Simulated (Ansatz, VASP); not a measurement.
ZnSe: VASP beside Ansatz

INCAR

```
  PREC = Accurate
  ENCUT = 520
  EDIFF = 1E-7
  ISMEAR = 0
  SIGMA = 0.05
  LREAL = F
  LASPH = T
  NELM = 60
  ALGO = Normal
  ISIF = 2
  LWAVE = F
  LCHARG = F
  GGA = PE
  NBANDS = 16
```

File KPOINTS:

```
regular mesh
0
Gamma
  8 8 8
```

File POSCAR:

```
ZnSe
1.0
    0.0000000000      2.8659201403      2.9805569459
    2.8659201403      0.0000000000      2.9805569459
    2.8659201403      2.8659201403      0.0000000000
Zn Se
1 1
Direct
    0.0000000000      0.0000000000      0.0000000000
    0.7500000000      0.7500000000      0.7500000000
```

Input for Ansatz:

```yaml
crystal:
  lattice:
    - [0.0, 2.8659201403, 2.9805569459]
    - [2.8659201403, 0.0, 2.9805569459]
    - [2.8659201403, 2.8659201403, 0.0]
  atoms:
    - { symbol: Zn, position: [0.0, 0.0, 0.0] }
    - { symbol: Se, position: [0.75, 0.75, 0.75] }
basis:
  ecutwfc: 420
kpoints:
  mp_grid: { grid: [8, 8, 8] }
hamiltonian:
  xc: pbe
scf:
  occupations: { method: gaussian, width: 0.05 }
output:
  forces: true
  stress: true
  eigenvalues: true
```

Change from the starting cell: strain +0.000 along x and y, +0.040 along z, atoms carried along.

Alike in both runs: task single point; functional PBE; k mesh 8 × 8 × 8; occupations gaussian, width 0.05 eV; no spin polarisation.

|  | VASP | Ansatz |
| --- | --- | --- |
| version | VASP 6.6.1 | Ansatz 0.2.0 |
| potentials or method | VASP PAW PBE potentials, release 64 (Zn, Se), cutoff 520 eV | scalar-relativistic, plane waves, PAW |
| valence electrons in the cell | 18 | 28 |

```csv
,VASP,Ansatz,Ansatz less VASP
gap on the k mesh at the Fermi level (eV),0.95,0.95,0.000
least direct gap on the mesh (eV),0.95,0.95,0.000
pressure (GPa),-1.9,-2.0,-0.16
"traceless stress, the component that is largest in VASP (GPa)",-0.97,-0.98,-0.006
```

With one functional, cell and mesh, what is left measures potentials, basis and numerics. VASP's potentials hold 18 valence electrons a cell and Ansatz's 28, so a difference there can come from the potentials and not from the codes.
